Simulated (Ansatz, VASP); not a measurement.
Al7Ir: VASP beside Ansatz

Contents of INCAR:

```
SYSTEM = Al7Ir
PREC = Accurate
ENCUT = 600
EDIFF = 1E-7
ISMEAR = 0
SIGMA = 0.1
LREAL = .FALSE.
LASPH = .TRUE.
NELM = 60
ALGO = Fast
ISIF = 3
LWAVE = .FALSE.
LCHARG = .FALSE.
GGA = PE
IBRION = 2
NSW = 90
EDIFFG = -0.04
```

Contents of KPOINTS:

```
regular mesh
0
G
  4 4 4
  0 0 0
```

Contents of POSCAR:

```
Al7Ir
1.0
    0.0000000000      3.8745197400      3.8745197400
    3.8745197400      0.0000000000      3.8745197400
    3.8745197400      3.8745197400      0.0000000000
Al Ir
7 1
Direct
    0.5000000000      0.5000000000      0.5000000000
    0.5000000000      0.0000000000      0.0000000000
    0.5000000000      0.0000000000      0.5000000000
    0.0000000000      0.5000000000      0.5000000000
    0.0000000000      0.5000000000      0.0000000000
    0.5000000000      0.5000000000      0.0000000000
    0.0000000000      0.0000000000      0.5000000000
    0.0000000000      0.0000000000      0.0000000000
```

Input for Ansatz:

```yaml
crystal:
  lattice:
    - [0.0, 3.87451974, 3.87451974]
    - [3.87451974, 0.0, 3.87451974]
    - [3.87451974, 3.87451974, 0.0]
  atoms:
    - { symbol: Al, position: [0.5, 0.5, 0.5] }
    - { symbol: Al, position: [0.5, 0.0, 0.0] }
    - { symbol: Al, position: [0.5, 0.0, 0.5] }
    - { symbol: Al, position: [0.0, 0.5, 0.5] }
    - { symbol: Al, position: [0.0, 0.5, 0.0] }
    - { symbol: Al, position: [0.5, 0.5, 0.0] }
    - { symbol: Al, position: [0.0, 0.0, 0.5] }
    - { symbol: Ir, position: [0.0, 0.0, 0.0] }
basis:
  ecutwfc: 420
kpoints:
  mp_grid: { grid: [4, 4, 4] }
hamiltonian:
  xc: pbe
scf:
  occupations: { method: gaussian, width: 0.1 }
  lower_state_search: "off"
output:
  forces: true
  stress: true
  eigenvalues: true
relax:
  adjacent_minimum: "off"
  f_tol: 0.04
  max_steps: 70
  cell: { stress_tol: 0.4 }
```

Change from the starting cell: species swapped into the CuPt7 type (Fm-3m, No. 225).

Alike in both runs: task relaxation of cell and atoms; functional PBE; k mesh 4 × 4 × 4; occupations gaussian, width 0.1 eV; no spin polarisation.

```csv
,VASP,Ansatz
version,VASP 6.6.1,Ansatz 0.2.0
potentials or method,"VASP PAW PBE potentials, release 64 (Al, Ir), cutoff 600 eV","scalar-relativistic, plane waves, PAW"
valence electrons in the cell,30,38
```

VASP gave:

| Item | Value |
| --- | --- |
| gap on the k mesh at the Fermi level, each at its own relaxed structure (eV) | none |
| relaxed volume (Å³/atom) | 15.34 |
| relaxed cell length with the largest relative difference (Å) | 5.578 |

**Question.** What did Ansatz give for the same quantities?

**Answer.** gap on the k mesh at the Fermi level, each at its own relaxed structure (eV): none; relaxed volume (Å³/atom): 15.35; relaxed cell length with the largest relative difference (Å): 5.579.

A gap of «none» marks a metal or a gap that the smearing closes. VASP's potentials hold 30 valence electrons a cell and Ansatz's 38, so a difference there can come from the potentials and not from the codes.

Neither program's run includes spin-orbit coupling.
